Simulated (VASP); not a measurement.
# Sn (Fd-3m) in VASP: notebook

Aim: see how the results for Sn move with the level of theory and the settings. Levels: PBE, r2SCAN, HSE06. Tasks: single point.

Program: VASP 6.6.1. These are calculated values, not measurements. Logs are shortened: lines on timing, memory, paths and dates and some standing lists are left out, and cuts for length are marked.

**1. The cell of the first run**

Symmetry: Fd-3m, No. 227, cubic system. The conventional cell has a = 6.769 Å, b = 6.769 Å, c = 6.769 Å, α = 90.00°, β = 90.00°, γ = 90.00°. Within 3.9 Å of Sn (site symmetry -43m) lie 4 Sn at 2.93 Å.

**2. Single point, PBE (strain +3.0%)**

Input file INCAR:

```
SYSTEM = Sn
PREC = Accurate ; ENCUT = 520
EDIFF = 1E-7 ; ISMEAR = -1
SIGMA = 0.02 ; LREAL = .False.
LASPH = .True. ; NELM = 80
ALGO = Normal ; ISIF = 2
LWAVE = .False. ; LCHARG = .False.
GGA = PE ; NBANDS = 21
```

Input file KPOINTS:

```
Automatic mesh
0
Gamma
  6 6 6
  0 0 0
```

Input file POSCAR:

```
Sn
1.0
    0.0000000000      3.3846358024      3.3846358024
    3.3846358024      0.0000000000      3.3846358024
    3.3846358024      3.3846358024      0.0000000000
Sn
2
Direct
    0.0000000000      0.0000000000      0.0000000000
    0.2500000000      0.2500000000      0.2500000000
```

Potentials or basis: VASP PAW PBE potentials, release 64 (Sn_d).

Command:

```console
$ cat potpaw_PBE.64/Sn_d/POTCAR > POTCAR
$ mpirun -np 1 vasp_std > vasp.out
```

OUTCAR:

```text
SYSTEM = Sn
   PREC = Accurate
   ENCUT = 520
   EDIFF = 1E-7
   ISMEAR = -1
   LREAL = .False.
   LASPH = .True.
   NELM = 80
   ISIF = 2
   GGA = PE

 ion  position               nearest neighbor table
   1  0.000  0.000  0.000-   2 2.93   2 2.93   2 2.93   2 2.93
   2  0.250  0.250  0.250-   1 2.93   1 2.93   1 2.93   1 2.93

  LATTYP: Found a face centered cubic cell.
 ALAT       =     6.7692716048

  Lattice vectors:

 A1 = (   0.0000000000,   3.3846358024,   3.3846358024)
 A2 = (   3.3846358024,   0.0000000000,   3.3846358024)
 A3 = (   3.3846358024,   3.3846358024,   0.0000000000)

Analysis of symmetry for initial positions (statically):
=====================================================================
 Subroutine PRICEL returns:
 Original cell was already a primitive cell.

 Routine SETGRP: Setting up the symmetry group for a
 face centered cubic supercell.

 Subroutine GETGRP returns: Found 48 space group operations
 (whereof 24 operations were pure point group operations)
 out of a pool of 48 trial point group operations.

The static configuration has the point symmetry T_d .
 The point group associated with its full space group is O_h .

Analysis of symmetry for dynamics (positions and initial velocities):
=====================================================================
 Subroutine PRICEL returns:
 Original cell was already a primitive cell.

 Routine SETGRP: Setting up the symmetry group for a
 face centered cubic supercell.

 Subroutine GETGRP returns: Found 48 space group operations
 (whereof 24 operations were pure point group operations)
 out of a pool of 48 trial point group operations.

The dynamic configuration has the point symmetry T_d .
 The point group associated with its full space group is O_h .

 Subroutine INISYM returns: Found 48 space group operations
 (whereof 24 operations are pure point group operations),
 and found     1 'primitive' translations

----------------------------------------------------------------------------------------

                                     Primitive cell

  volume of cell :      77.5471

  direct lattice vectors                    reciprocal lattice vectors
     0.000000000  3.384635802  3.384635802    -0.147726382  0.147726382  0.147726382
     3.384635802  0.000000000  3.384635802     0.147726382 -0.147726382  0.147726382
     3.384635802  3.384635802  0.000000000     0.147726382  0.147726382 -0.147726382

  length of vectors
     4.786597855  4.786597855  4.786597855     0.255869598  0.255869598  0.255869598

  position of ions in fractional coordinates (direct lattice)
     0.000000000  0.000000000  0.000000000
     0.250000000  0.250000000  0.250000000

  ion indices of the primitive-cell ions
   primitive index   ion index
                 1           1
                 2           2

----------------------------------------------------------------------------------------

 KPOINTS: Automatic mesh

Automatic generation of k-mesh.
 Grid dimensions read from file:
 generate k-points for:    6    6    6

 Generating k-lattice:

  Cartesian coordinates                     Fractional coordinates (reciprocal lattice)
    -0.024621064  0.024621064  0.024621064     0.166666667  0.000000000  0.000000000
     0.024621064 -0.024621064  0.024621064     0.000000000  0.166666667  0.000000000
     0.024621064  0.024621064 -0.024621064     0.000000000  0.000000000  0.166666667

  Length of vectors
     0.042644933  0.042644933  0.042644933

  Shift w.r.t. Gamma in fractional coordinates (k-lattice)
     0.000000000  0.000000000  0.000000000

 Subroutine IBZKPT returns following result:
 ===========================================

 Found     16 irreducible k-points:

 Following reciprocal coordinates:
            Coordinates               Weight
  0.000000  0.000000  0.000000      1.000000
  0.166667  0.000000  0.000000      8.000000
  0.333333  0.000000  0.000000      8.000000
  0.500000  0.000000  0.000000      4.000000
  0.166667  0.166667  0.000000      6.000000
  0.333333  0.166667  0.000000     24.000000
[... 8 lines left out ...]
 -0.333333  0.333333  0.166667     24.000000
 -0.333333  0.500000  0.166667     12.000000
   k-points           NKPTS =     16   k-points in BZ     NKDIM =     16   number of bands    NBANDS=     21
   number of dos      NEDOS =    301   number of ions     NIONS =      2
   total plane-waves  NPLWV =  46656
   dimension x,y,z NGX =    36 NGY =   36 NGZ =   36
   dimension x,y,z NGXF=    72 NGYF=   72 NGZF=   72
   ions per type =               2
   NGX,Y,Z   is equivalent  to a cutoff of  12.50, 12.50, 12.50 a.u.
   NGXF,Y,Z  is equivalent  to a cutoff of  25.01, 25.01, 25.01 a.u.
 SYSTEM =  Sn
   PREC   = accura    normal or accurate (medium, high low for compatibility)
   ISTART =      0    job   : 0-new  1-cont  2-samecut
   ICHARG =      2    charge: 1-file 2-atom 10-const
   ISPIN  =      1    spin polarized calculation?
   LNONCOLLINEAR =      F non collinear calculations
   LSORBIT =      F    spin-orbit coupling
   LASPH  =      T    aspherical Exc in radial PAW
   ENCUT  =  520.0 eV  38.22 Ry    6.18 a.u.   8.90  8.90  8.90*2*pi/ulx,y,z
   NELM   =     80;   NELMIN=  2; NELMDL= -5     # of ELM steps
   EDIFF  = 0.1E-06   stopping-criterion for ELM
   LREAL  =      F    real-space projection
   EDIFFG = 0.1E-05   stopping-criterion for IOM
   NSW    =      0    number of steps for IOM
   IBRION =     -1    ionic relax: 0-MD 1-quasi-New 2-CG
   NFREE  =      0    steps in history (QN), initial steepest desc. (CG)
   ISIF   =      2    stress and relaxation
   ISYM   =      2    0-nonsym 1-usesym 2-fastsym
   POTIM  = 0.5000    time-step for ionic-motion
   TEBEG  =    0.0;   TEEND  =   0.0 temperature during run
   PSTRESS=    0.0 pullay stress
   NELECT =      28.0000    total number of electrons
   NUPDOWN=      -1.0000    fix difference up-down
   EMIN   =  10.00;   EMAX   =-10.00  energy-range for DOS
   EFERMI =   0.00;   METHOD = LEGACY
   ISMEAR =    -1;   SIGMA  =   0.02  broadening in eV -4-tet -1-fermi 0-gaus
   EFERMI_NEDOS =   21; number of points for ismear=-14 and -15
   IALGO  =     38    algorithm
   IMIX   =      4    mixing-type and parameters
     AMIX     =   0.40;   BMIX     =  1.00
     AMIX_MAG =   1.60;   BMIX_MAG =  1.00
  volume/ion in A,a.u.               =      38.77       261.66
  Fermi-wavevector in a.u.,A,eV,Ry     =   1.165750  2.202949 18.489963  1.358974
  Thomas-Fermi vector in A             =   2.302272
   LORBIT       =      0    0 simple, 1 ext, 2 COOP (PROOUT), +10 PAW based schemes
   GGA     = PE    functional components
   LHFCALC =     F    Hartree Fock is set to
   AEXX    =    0.0000 exact exchange contribution
   IVDW    =     0    specifies the selected vdW correction
   LEPSILON=     F    determine dielectric tensor
   LRPA    =     F    only Hartree local field effects (RPA)
 non-spin polarized calculation
  energy-cutoff  :      520.00
  volume of cell :       77.55
 maximum number of plane-waves:      2100
   NGX = 17   NGY = 17   NGZ = 17

 number of electron      28.0000010 magnetization

 Free energy of the ion-electron system (eV)
  ---------------------------------------------------
  ext. energy  EPLUGINS =         0.00000000
  ---------------------------------------------------
  free energy    TOTEN  =        -7.64047382 eV

  energy without entropy =       -7.63952835  energy(sigma->0) =       -7.64000109

 E-fermi :   4.1847     XC(G=0):  -8.3271

 val. band max:        4.1730781537   @ k =   0.5000   0.0000   0.0000
 cond. band min:       4.3353767166   @ k =   0.3333   0.0000   0.0000
 fundamental gap:      0.1622985628
 Fermi energy:         4.1846761706

 k-point     1 :       0.0000    0.0000    0.0000
  band No.  band energies     occupation
      1     -17.0807      2.00000
      2     -17.0807      2.00000
      3     -17.0807      2.00000
      4     -17.0370      2.00000
      5     -17.0370      2.00000
      6     -16.8193      2.00000
[... 13 lines left out ...]
     20      12.0597      0.00000
     21      12.0597      0.00000

 k-point     2 :       0.1667    0.0000    0.0000
  band No.  band energies     occupation
      1     -17.0918      2.00000
      2     -17.0918      2.00000
      3     -17.0758      2.00000
      4     -17.0210      2.00000
      5     -17.0210      2.00000
      6     -16.8432      2.00000
[... 13 lines left out ...]
     20      11.1918      0.00000
     21      11.1918      0.00000

 k-point     3 :       0.3333    0.0000    0.0000
  band No.  band energies     occupation
      1     -17.1032      2.00000
      2     -17.1032      2.00000
      3     -17.0655      2.00000
      4     -17.0012      2.00000
      5     -17.0012      2.00000
      6     -16.8609      2.00000
[... 13 lines left out ...]
     20      11.5199      0.00000
     21      11.5199      0.00000

 k-point     4 :       0.5000    0.0000    0.0000
  band No.  band energies     occupation
      1     -17.1066      2.00000
      2     -17.1066      2.00000
      3     -17.0600      2.00000
      4     -16.9945      2.00000
      5     -16.9945      2.00000
      6     -16.8662      2.00000
[... 13 lines left out ...]
     20      12.3823      0.00000
     21      12.8026      0.00000

 k-point     5 :       0.1667    0.1667    0.0000
  band No.  band energies     occupation
      1     -17.0911      2.00000
      2     -17.0911      2.00000
      3     -17.0852      2.00000
      4     -17.0221      2.00000
      5     -17.0025      2.00000
      6     -16.8734      2.00000
[... 13 lines left out ...]
     20      10.7339      0.00000
     21      12.3560      0.00000
[... 190 lines left out ...]
     20      12.8309      0.00000
     21      14.3015      0.00000

 k-point    14 :       0.5000    0.3333    0.1667
  band No.  band energies     occupation
      1     -17.1215      2.00000
      2     -17.1171      2.00000
      3     -17.0365      2.00000
      4     -16.9814      2.00000
      5     -16.9494      2.00000
      6     -16.9273      2.00000
[... 13 lines left out ...]
     20      12.0075      0.00000
     21      13.5940      0.00000

 k-point    15 :      -0.3333    0.3333    0.1667
  band No.  band energies     occupation
      1     -17.1309      2.00000
      2     -17.1207      2.00000
      3     -17.0131      2.00000
      4     -16.9626      2.00000
      5     -16.9427      2.00000
      6     -16.9314      2.00000
[... 13 lines left out ...]
     20      13.2345      0.00000
     21      13.3758      0.00000

 k-point    16 :      -0.3333    0.5000    0.1667
  band No.  band energies     occupation
      1     -17.1268      2.00000
      2     -17.1268      2.00000
      3     -16.9906      2.00000
      4     -16.9906      2.00000
      5     -16.9293      2.00000
      6     -16.9293      2.00000
[... 13 lines left out ...]
     20      12.7053      0.00000
     21      14.0631      0.00000

------------------------ aborting loop because EDIFF is reached ----------------------------------------

  FORCE on cell =-STRESS in cart. coord.  units (eV):
  Direction    XX          YY          ZZ          XY          YZ          ZX
  --------------------------------------------------------------------------------------
  -------------------------------------------------------------------------------------
  Total       -0.7912353     -0.7912353     -0.7912353      0.0000000      0.0000000     -0.0000000
  in kB      -16.3474639    -16.3474639    -16.3474639      0.0000000      0.0000000     -0.0000000
  external PRESSURE =     -16.3474639 kB  Pullay stress =       0.0000000 kB

 VOLUME and BASIS-vectors are now :
 -----------------------------------------------------------------------------
  energy-cutoff  :      520.00
  volume of cell :       77.55
      direct lattice vectors                 reciprocal lattice vectors
     0.000000000  3.384635802  3.384635802    -0.147726382  0.147726382  0.147726382
     3.384635802  0.000000000  3.384635802     0.147726382 -0.147726382  0.147726382
     3.384635802  3.384635802  0.000000000     0.147726382  0.147726382 -0.147726382

 POSITION                                       TOTAL-FORCE (eV/Angst)
 -----------------------------------------------------------------------------------
      0.00000      0.00000      0.00000         0.000000      0.000000      0.000000
      1.69232      1.69232      1.69232        -0.000000     -0.000000     -0.000000
 -----------------------------------------------------------------------------------
    total drift:                                0.000000      0.000000     -0.000000

  FREE ENERGIE OF THE ION-ELECTRON SYSTEM (eV)
  ---------------------------------------------------
  free  energy   TOTEN  =        -7.6404738206 eV

  energy  without entropy=       -7.6395283547  energy(sigma->0) =       -7.64000109
```

Wall time 36 s (1 thread of AMD EPYC 7R43 (Zen 3), shared host); peak memory 0.16 GiB.

Results:

- Free energy: -7.6405 eV
- Pressure: -1.6 GPa
- Band gap on the k mesh: zero (band 14 reaches 4.49 eV, above the bottom of band 15 at 4.17 eV)

Levels at points of the mesh, in eV from the Fermi level:
```
           k point  band 12  band 13  band 14  band 15  band 16  band 17
(0.00, 0.00, 0.00)    -1.27     0.30     0.30     0.30     2.34     2.34
(0.50, 0.00, 0.00)    -5.67    -0.72    -0.72    -0.01     3.38     3.38
(0.50, 0.50, 0.00)    -6.91    -1.87    -1.87     1.15     1.15     7.15
```

Caveat: the cell differs from its parent crystal (strain +3.0%); spin-orbit coupling is left out, which moves the levels of the heavy elements.

**3. Single point, r2SCAN (strain +3.0%)**

POSCAR is that of step 2.

Input file INCAR.step1:

```
SYSTEM = Sn
  PREC = Accurate
  ENCUT = 520
  ISMEAR = -1
  SIGMA = 0.02
  LREAL = .FALSE.
  LASPH = .TRUE.
  NELM = 60
  NBANDS = 21
  GGA = PE
  ALGO = Normal
  EDIFF = 1E-4
  LWAVE = .TRUE.
  LCHARG = .FALSE.
```

Input file INCAR.step2:

```
SYSTEM = Sn
  PREC = Accurate
  ENCUT = 520
  EDIFF = 1E-6
  ISMEAR = -1
  SIGMA = 0.02
  LREAL = .FALSE.
  LASPH = .TRUE.
  NELM = 60
  ALGO = Normal
  ISIF = 2
  LWAVE = .FALSE.
  LCHARG = .FALSE.
  METAGGA = R2SCAN
  LMIXTAU = .TRUE.
  NBANDS = 21
  ISTART = 1
```

Input file KPOINTS:

```
regular mesh
0
G
  6 6 6
  0 0 0
```

Potentials or basis: VASP PAW PBE potentials, release 64 (Sn_d).

Command:

```console
$ cat potpaw_PBE.64/Sn_d/POTCAR > POTCAR
$ cp INCAR.step1 INCAR
$ mpirun -np 1 vasp_std > vasp.out
$ cp INCAR.step2 INCAR
$ mpirun -np 1 vasp_std > vasp.out
```

Wall time 2.7 min (1 thread of AMD EPYC 7R43 (Zen 3), shared host); peak memory 0.17 GiB.

Results (log left out):

```
Free energy            : -49.3948 eV
Pressure               : -3.1 GPa
Band gap on the k mesh : zero (band 14 reaches 4.33 eV, above the bottom of band 15 at 4.21 eV)
```

Levels at points of the mesh, in eV from the Fermi level:
| k point | band 11 | band 12 | band 13 | band 14 | band 15 | band 16 | band 17 | band 18 |
| --- | --- | --- | --- | --- | --- | --- | --- | --- |
| (0.00, 0.00, 0.00) | -10.20 | -1.14 | 0.12 | 0.12 | 0.12 | 2.31 | 2.31 | 2.31 |
| (0.50, 0.00, 0.00) | -8.73 | -6.04 | -0.96 | -0.96 | 0.00 | 3.41 | 3.41 | 6.07 |
| (0.50, 0.50, 0.00) | -7.34 | -7.34 | -2.16 | -2.16 | 1.14 | 1.14 | 7.45 | 7.45 |

Caveat: the cell differs from its parent crystal (strain +3.0%); the PAW data sets were made with another functional, which shifts forces and pressure a little; spin-orbit coupling is left out, which moves the levels of the heavy elements.

[end of part 1 of 2]
